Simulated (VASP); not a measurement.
# GaN in VASP: single point with PBE

Aim: the single point of GaN with PBE.

Everything below comes from runs of VASP 6.6.1. Logs are shortened: lines on timing, memory, paths and dates and some standing lists are left out, and cuts for length are marked.

**1. The cell of the first run**

The cell holds a disordered packing, 14 atoms: a = 5.441 Å, b = 5.977 Å, c = 5.872 Å, α = 87.12°, β = 92.32°, γ = 91.52°.

**2. Single point, PBE**

The input, INCAR:

```
SYSTEM = GaN
PREC = Accurate ; ENCUT = 1000
EDIFF = 1E-6 ; ISMEAR = 0
SIGMA = 0.1 ; LREAL = .False.
LASPH = .True. ; NELM = 120
ALGO = Normal ; ISIF = 2
LWAVE = .False. ; LCHARG = .False.
GGA = PE ; NBANDS = 76
ISYM = 0 ; GGA_COMPAT = .False.
```

The input, KPOINTS:

```
Automatic mesh
0
Gamma
  3 2 3
  0 0.5 0
```

The input, POSCAR:

```
GaN
1.0
    5.4394504486     -0.0803911972     -0.1234541203
   -0.0673842306      5.9742784501      0.1498264356
   -0.1026731852      0.1466428538      5.8693350639
Ga N
7 7
Direct
    0.0906271501      0.9359757282      0.8787165013
    0.5961464472      0.5571965268      0.3758025857
    0.8251269070      0.9633828113      0.3675638757
    0.0286925518      0.4328661690      0.1715949119
    0.5927688875      0.6498735035      0.8965205624
    0.6450902109      0.1690710026      0.8228297863
    0.0965715504      0.4259747871      0.6237095235
    0.9030679043      0.1352031169      0.0884090040
    0.4643542716      0.4343305007      0.6806257292
    0.2493355528      0.8821043264      0.3307140697
    0.4020238672      0.9917739745      0.4041277814
    0.9605034730      0.6184914295      0.8833395709
    0.4345287464      0.9224284333      0.8732443212
    0.9290396093      0.1259450734      0.6343023958
```

Potentials or basis: VASP PAW PBE potentials, release 64 (Ga_d, N_h).

Launch:

```bash
$ cat potpaw_PBE.64/Ga_d/POTCAR potpaw_PBE.64/N_h/POTCAR > POTCAR
$ mpirun -np 1 vasp_std > vasp.out
```

OUTCAR:

```text
SYSTEM = GaN
   PREC = Accurate
   ENCUT = 1000
   EDIFF = 1E-6
   ISMEAR = 0
   LREAL = .False.
   LASPH = .True.
   NELM = 120
   ISIF = 2
   GGA = PE
   ISYM = 0

 ion  position               nearest neighbor table
   1  0.091  0.936  0.879-  13 1.88  14 1.98  12 2.01   8 2.07   6 2.83
   2  0.596  0.557  0.376-   9 2.05   3 2.70   4 2.82   5 2.84
   3  0.825  0.963  0.368-  14 1.94   8 1.95   2 2.70
   4  0.029  0.433  0.172-   8 1.97  12 2.00   7 2.66   2 2.82
   5  0.593  0.650  0.897-  13 1.86   9 1.95  12 2.02   2 2.84
   6  0.645  0.169  0.823-  13 1.86  14 1.97   9 2.02   8 2.06   1 2.83
   7  0.097  0.426  0.624-  14 1.99   9 2.02  12 2.12   4 2.66
   8  0.903  0.135  0.088-   3 1.95   4 1.97   6 2.06   1 2.07
   9  0.464  0.434  0.681-   5 1.95   6 2.02   7 2.02   2 2.05
  10  0.249  0.882  0.331-  11 1.13
  11  0.402  0.992  0.404-  10 1.13
  12  0.961  0.618  0.883-   4 2.00   1 2.01   5 2.02   7 2.12
  13  0.435  0.922  0.873-   5 1.86   6 1.86   1 1.88
  14  0.929  0.126  0.634-   3 1.94   6 1.97   1 1.98   7 1.99

IMPORTANT INFORMATION: All symmetrisations will be switched off!
NOSYMM: (Re-)initialisation of all symmetry stuff for point group C_1.

----------------------------------------------------------------------------------------

                                     Primitive cell

  volume of cell :     190.5100

  direct lattice vectors                    reciprocal lattice vectors
     5.439450449 -0.080391197 -0.123454120     0.183943489  0.001995263  0.003167901
    -0.067384231  5.974278450  0.149826436     0.002381708  0.167515010 -0.004143628
    -0.102673185  0.146642854  5.869335064     0.003808223 -0.004234186  0.170549458

  length of vectors
     5.441445107  5.976536756  5.872064373     0.183981585  0.167583176  0.170644509

  position of ions in fractional coordinates (direct lattice)
     0.090627150  0.935975728  0.878716501
     0.596146447  0.557196527  0.375802586
     0.825126907  0.963382811  0.367563876
     0.028692552  0.432866169  0.171594912
     0.592768888  0.649873503  0.896520562
     0.645090211  0.169071003  0.822829786
     0.096571550  0.425974787  0.623709523
     0.903067904  0.135203117  0.088409004
     0.464354272  0.434330501  0.680625729
     0.249335553  0.882104326  0.330714070
     0.402023867  0.991773974  0.404127781
     0.960503473  0.618491429  0.883339571
     0.434528746  0.922428433  0.873244321
     0.929039609  0.125945073  0.634302396

  ion indices of the primitive-cell ions
   primitive index   ion index
                 1           1
                 2           2
                 3           3
                 4           4
                 5           5
                 6           6
                 7           7
                 8           8
                 9           9
                10          10
                11          11
                12          12
                13          13
                14          14

----------------------------------------------------------------------------------------

 KPOINTS: Automatic mesh

Automatic generation of k-mesh.
 Grid dimensions read from file:
 generate k-points for:    3    2    3

 Generating k-lattice:

  Cartesian coordinates                     Fractional coordinates (reciprocal lattice)
     0.061314496  0.000665088  0.001055967     0.333333333  0.000000000  0.000000000
     0.001190854  0.083757505 -0.002071814    -0.000000000  0.500000000  0.000000000
     0.001269408 -0.001411395  0.056849819     0.000000000  0.000000000  0.333333333

  Length of vectors
     0.061327195  0.083791588  0.056881503

  Shift w.r.t. Gamma in fractional coordinates (k-lattice)
     0.000000000  0.500000000  0.000000000

 Subroutine IBZKPT returns following result:
 ===========================================

 Found      9 irreducible k-points:

 Following reciprocal coordinates:
            Coordinates               Weight
 -0.000000  0.250000  0.000000      2.000000
  0.333333  0.250000  0.000000      2.000000
 -0.333333  0.250000 -0.000000      2.000000
 -0.000000  0.250000  0.333333      2.000000
  0.333333  0.250000  0.333333      2.000000
 -0.333333  0.250000  0.333333      2.000000
 -0.000000 -0.250000  0.333333      2.000000
  0.333333 -0.250000  0.333333      2.000000
 -0.333333 -0.250000  0.333333      2.000000
   k-points           NKPTS =      9   k-points in BZ     NKDIM =      9   number of bands    NBANDS=     76
   number of dos      NEDOS =    301   number of ions     NIONS =     14
   total plane-waves  NPLWV = 229376
   dimension x,y,z NGX =    56 NGY =   64 NGZ =   64
   dimension x,y,z NGXF=   112 NGYF=  128 NGZF=  128
   ions per type =               7   7
   NGX,Y,Z   is equivalent  to a cutoff of  17.11, 17.80, 18.12 a.u.
   NGXF,Y,Z  is equivalent  to a cutoff of  34.22, 35.61, 36.24 a.u.
 SYSTEM =  GaN
   PREC   = accura    normal or accurate (medium, high low for compatibility)
   ISTART =      0    job   : 0-new  1-cont  2-samecut
   ICHARG =      2    charge: 1-file 2-atom 10-const
   ISPIN  =      1    spin polarized calculation?
   LNONCOLLINEAR =      F non collinear calculations
   LSORBIT =      F    spin-orbit coupling
   LASPH  =      T    aspherical Exc in radial PAW
   ENCUT  = 1000.0 eV  73.50 Ry    8.57 a.u.  14.03 15.41 15.14*2*pi/ulx,y,z
   NELM   =    120;   NELMIN=  2; NELMDL= -5     # of ELM steps
   EDIFF  = 0.1E-05   stopping-criterion for ELM
   LREAL  =      F    real-space projection
   EDIFFG = 0.1E-04   stopping-criterion for IOM
   NSW    =      0    number of steps for IOM
   IBRION =     -1    ionic relax: 0-MD 1-quasi-New 2-CG
   NFREE  =      0    steps in history (QN), initial steepest desc. (CG)
   ISIF   =      2    stress and relaxation
   ISYM   =      0    0-nonsym 1-usesym 2-fastsym
   POTIM  = 0.5000    time-step for ionic-motion
   TEBEG  =    0.0;   TEEND  =   0.0 temperature during run
   PSTRESS=    0.0 pullay stress
   NELECT =     126.0000    total number of electrons
   NUPDOWN=      -1.0000    fix difference up-down
   EMIN   =  10.00;   EMAX   =-10.00  energy-range for DOS
   EFERMI =   0.00;   METHOD = LEGACY
   ISMEAR =     0;   SIGMA  =   0.10  broadening in eV -4-tet -1-fermi 0-gaus
   EFERMI_NEDOS =   21; number of points for ismear=-14 and -15
   IALGO  =     38    algorithm
   IMIX   =      4    mixing-type and parameters
     AMIX     =   0.40;   BMIX     =  1.00
     AMIX_MAG =   1.60;   BMIX_MAG =  1.00
  volume/ion in A,a.u.               =      13.61        91.83
  Fermi-wavevector in a.u.,A,eV,Ry     =   1.426349  2.695409 27.680660  2.034471
  Thomas-Fermi vector in A             =   2.546635
   LORBIT       =      0    0 simple, 1 ext, 2 COOP (PROOUT), +10 PAW based schemes
   GGA     = PE    functional components
   LHFCALC =     F    Hartree Fock is set to
   AEXX    =    0.0000 exact exchange contribution
   IVDW    =     0    specifies the selected vdW correction
   LEPSILON=     F    determine dielectric tensor
   LRPA    =     F    only Hartree local field effects (RPA)
 non-spin polarized calculation
 Gauss-broadening in eV      SIGMA  =   0.10
  energy-cutoff  :     1000.00
  volume of cell :      190.51
 maximum number of plane-waves:     13701
   NGX = 29   NGY = 31   NGZ = 31

 number of electron     125.9999999 magnetization

 Free energy of the ion-electron system (eV)
  ---------------------------------------------------
  ext. energy  EPLUGINS =         0.00000000
  ---------------------------------------------------
  free energy    TOTEN  =       -78.17324723 eV

  energy without entropy =      -78.17324722  energy(sigma->0) =      -78.17324723

 E-fermi :   5.4104     XC(G=0): -10.7852

 val. band max:        5.0361765365   @ k =   0.3333   0.2500   0.3333
 cond. band min:       5.7847918555   @ k =  -0.0000   0.2500   0.0000
 fundamental gap:      0.7486153189
 Fermi energy:         5.4104475149

 k-point     1 :      -0.0000    0.2500    0.0000
  band No.  band energies     occupation
      1     -18.5079      2.00000
      2     -11.1748      2.00000
      3     -10.8418      2.00000
      4     -10.7014      2.00000
      5     -10.5643      2.00000
      6     -10.5122      2.00000
[... 67 lines left out ...]
     74      10.5794      0.00000
     75      11.1975      0.00000

 k-point     2 :       0.3333    0.2500    0.0000
  band No.  band energies     occupation
      1     -18.5030      2.00000
      2     -11.0585      2.00000
      3     -10.8538      2.00000
      4     -10.6744      2.00000
      5     -10.5909      2.00000
      6     -10.5197      2.00000
[... 67 lines left out ...]
     74      10.4901      0.00000
     75      11.0620      0.00000

 k-point     3 :      -0.3333    0.2500   -0.0000
  band No.  band energies     occupation
      1     -18.5030      2.00000
      2     -11.0566      2.00000
      3     -10.8558      2.00000
      4     -10.6890      2.00000
      5     -10.5800      2.00000
      6     -10.5179      2.00000
[... 67 lines left out ...]
     74      10.5682      0.00000
     75      10.9671      0.00000

 k-point     4 :      -0.0000    0.2500    0.3333
  band No.  band energies     occupation
      1     -18.5069      2.00000
      2     -11.1245      2.00000
      3     -10.8271      2.00000
      4     -10.6930      2.00000
      5     -10.5852      2.00000
      6     -10.5204      2.00000
[... 67 lines left out ...]
     74      10.6902      0.00000
     75      11.1301      0.00000

 k-point     5 :       0.3333    0.2500    0.3333
  band No.  band energies     occupation
      1     -18.5020      2.00000
      2     -11.0057      2.00000
      3     -10.8398      2.00000
      4     -10.6714      2.00000
      5     -10.5912      2.00000
      6     -10.5423      2.00000
[... 67 lines left out ...]
     74      10.5356      0.00000
     75      11.1157      0.00000

 k-point     6 :      -0.3333    0.2500    0.3333
  band No.  band energies     occupation
      1     -18.5021      2.00000
      2     -11.0037      2.00000
      3     -10.8380      2.00000
      4     -10.6793      2.00000
      5     -10.5997      2.00000
      6     -10.5310      2.00000
[... 67 lines left out ...]
     74      10.7686      0.00000
     75      11.0666      0.00000

 k-point     7 :      -0.0000   -0.2500    0.3333
  band No.  band energies     occupation
      1     -18.5069      2.00000
      2     -11.1182      2.00000
      3     -10.8222      2.00000
      4     -10.7083      2.00000
      5     -10.5765      2.00000
      6     -10.5233      2.00000
[... 67 lines left out ...]
     74      10.8766      0.00000
     75      11.1097      0.00000

 k-point     8 :       0.3333   -0.2500    0.3333
  band No.  band energies     occupation
      1     -18.5020      2.00000
      2     -10.9935      2.00000
      3     -10.8411      2.00000
      4     -10.6908      2.00000
      5     -10.5924      2.00000
      6     -10.5328      2.00000
[... 67 lines left out ...]
     74      10.7150      0.00000
     75      10.9824      0.00000

 k-point     9 :      -0.3333   -0.2500    0.3333
  band No.  band energies     occupation
      1     -18.5021      2.00000
      2     -11.0053      2.00000
      3     -10.8271      2.00000
      4     -10.6775      2.00000
      5     -10.5927      2.00000
      6     -10.5451      2.00000
[... 67 lines left out ...]
     74      10.6418      0.00000
     75      10.8823      0.00000
 [bands above 75 left out]

------------------------ aborting loop because EDIFF is reached ----------------------------------------

  FORCE on cell =-STRESS in cart. coord.  units (eV):
  Direction    XX          YY          ZZ          XY          YZ          ZX
  --------------------------------------------------------------------------------------
  -------------------------------------------------------------------------------------
  Total        0.1113811      0.0519533      0.1419608      0.0101671      0.0188083      0.0102956
  in kB        0.9367085      0.4369239      1.1938819      0.0855046      0.1581766      0.0865852
  external PRESSURE =       0.8558381 kB  Pullay stress =       0.0000000 kB

 VOLUME and BASIS-vectors are now :
 -----------------------------------------------------------------------------
  energy-cutoff  :     1000.00
  volume of cell :      190.51
      direct lattice vectors                 reciprocal lattice vectors
     5.439450449 -0.080391197 -0.123454120     0.183943489  0.001995263  0.003167901
    -0.067384231  5.974278450  0.149826436     0.002381708  0.167515010 -0.004143628
    -0.102673185  0.146642854  5.869335064     0.003808223 -0.004234186  0.170549458

 POSITION                                       TOTAL-FORCE (eV/Angst)
 -----------------------------------------------------------------------------------
      0.33967      5.71335      5.28653         0.034723      0.004287     -0.011986
      3.16658      3.33603      2.21560         0.003034      0.012377     -0.007171
      4.38558      5.74308      2.19983        -0.003016     -0.012112      0.005727
      0.10929      2.60892      1.06846         0.000329     -0.009847      0.004536
      3.08850      3.96634      5.28617        -0.012750      0.022078     -0.002978
      3.41306      1.07888      4.77516        -0.025101     -0.035679      0.002394
      0.43255      2.62859      3.71266         0.007373     -0.006125     -0.002541
      4.89401      0.74811      0.42767        -0.000793      0.007723      0.019111
      2.42668      2.65729      4.00257         0.000227      0.002579      0.019209
      1.26285      5.29839      2.04245         0.001571     -0.001216     -0.009075
      2.07847      5.95208      2.47092        -0.008038      0.004503      0.014643
      5.09224      3.74736      5.15870        -0.003396      0.012083     -0.010730
      2.21178      5.60397      5.20992         0.002806     -0.002636     -0.005869
      4.97985      0.77076      3.62711         0.003032      0.001987     -0.015269
 -----------------------------------------------------------------------------------
    total drift:                               -0.000579      0.000068     -0.000490

  FREE ENERGIE OF THE ION-ELECTRON SYSTEM (eV)
  ---------------------------------------------------
  free  energy   TOTEN  =       -78.1732472319 eV

  energy  without entropy=      -78.1732472216  energy(sigma->0) =      -78.17324723
```

It took 5.4 min on 1 thread of Intel Xeon 6975P-C (Granite Rapids), shared host; peak memory 0.63 GiB.

Results:

```yaml
Free_energy: -78.1732 eV
Pressure: 0.1 GPa
Largest_force: 0.044 eV/Å
Band_gap_on_the_k_mesh: 0.75 eV (least direct gap 0.93 eV)
```

Forces on the atoms (eV/Å):
```
Ga   0.035  0.004 -0.012
Ga   0.003  0.012 -0.007
Ga  -0.003 -0.012  0.006
Ga   0.000 -0.010  0.005
Ga  -0.013  0.022 -0.003
Ga  -0.025 -0.036  0.002
Ga   0.007 -0.006 -0.003
N   -0.001  0.008  0.019
N    0.000  0.003  0.019
N    0.002 -0.001 -0.009
N   -0.008  0.005  0.015
N   -0.003  0.012 -0.011
N    0.003 -0.003 -0.006
N    0.003  0.002 -0.015
```

Levels at points of the mesh, in eV from the valence-band top:
| k point | band 61 | band 62 | band 63 | band 64 | band 65 | band 66 |
| --- | --- | --- | --- | --- | --- | --- |
| (0.00, 0.25, 0.00) | -1.36 | -1.02 | -0.62 | 0.75 | 1.62 | 1.72 |

Caveat: the k points lie up to 0.53 Å⁻¹ apart; the atoms stand as in a frame of molecular dynamics; semilocal functionals underestimate gaps, and a narrow one can read as zero.
